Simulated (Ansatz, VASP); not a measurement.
## Zr in VASP and in Ansatz

The input INCAR:

```
PREC = Accurate ; ENCUT = 600
EDIFF = 1E-6 ; ISMEAR = -1
SIGMA = 0.05 ; LREAL = False
LASPH = True ; NELM = 60
ALGO = Normal ; ISIF = 3
LWAVE = False ; LCHARG = False
GGA = B5 ; ALDAX = 1.0
AGGAX = 1.0 ; AGGAC = 1.0
ALDAC = 0.0 ; IVDW = 13
VDW_S6 = 1.0 ; VDW_S8 = 2.34076671
VDW_A1 = 0.44488865 ; VDW_A2 = 4.0933009
IBRION = 2 ; NSW = 80
EDIFFG = -0.02
```

Contents of KPOINTS:

```
regular mesh
0
Gamma
  9 9 5
```

File POSCAR:

```
Zr
1.0
    3.2320000000      0.0000000000      0.0000000000
   -1.6160000000      2.7989941050      0.0000000000
    0.0000000000      0.0000000000      5.1470000000
Zr
2
Direct
    0.6666666667      0.3333333333      0.7500000000
    0.3333333333      0.6666666667      0.2500000000
```

input.yaml

```yaml
crystal:
  lattice:
    - [3.232, 0.0, 0.0]
    - [-1.616, 2.798994105, 0.0]
    - [0.0, 0.0, 5.147]
  atoms:
    - { symbol: Zr, position: [0.6666666667, 0.3333333333, 0.75] }
    - { symbol: Zr, position: [0.3333333333, 0.6666666667, 0.25] }
kpoints:
  mp_grid: { grid: [9, 9, 5] }
scf:
  occupations: { method: fermi_dirac, width: 0.05 }
hamiltonian:
  xc: blyp
  dispersion: d4
  pseudopotentials: { kind: all_electron, lapw: { basis_error: 0.001 } }
output:
  forces: true
  stress: true
relax:
  f_tol: 0.02
  max_steps: 60
  cell: {}
```

Alike in both runs: task relaxation of cell and atoms; functional BLYP; dispersion D4; k mesh 9 × 9 × 5; occupations fermi-dirac, width 0.05 eV; no spin polarisation.

|  | VASP | Ansatz |
| --- | --- | --- |
| version | VASP 6.6.1 | Ansatz 0.2.0 |
| potentials or method | VASP PAW PBE potentials, release 64 (Zr_sv), cutoff 600 eV | all-electron LAPW, scalar-relativistic |

```tsv
	VASP	Ansatz	Ansatz less VASP
relaxed volume (Å³/atom)	23.56	23.51	-0.045
relaxed cell length with the largest relative difference (Å)	3.236	3.232	-0.0035
```

VASP's potentials were made for PBE, not for BLYP. Ansatz ran all-electron here, and VASP with PAW potentials.
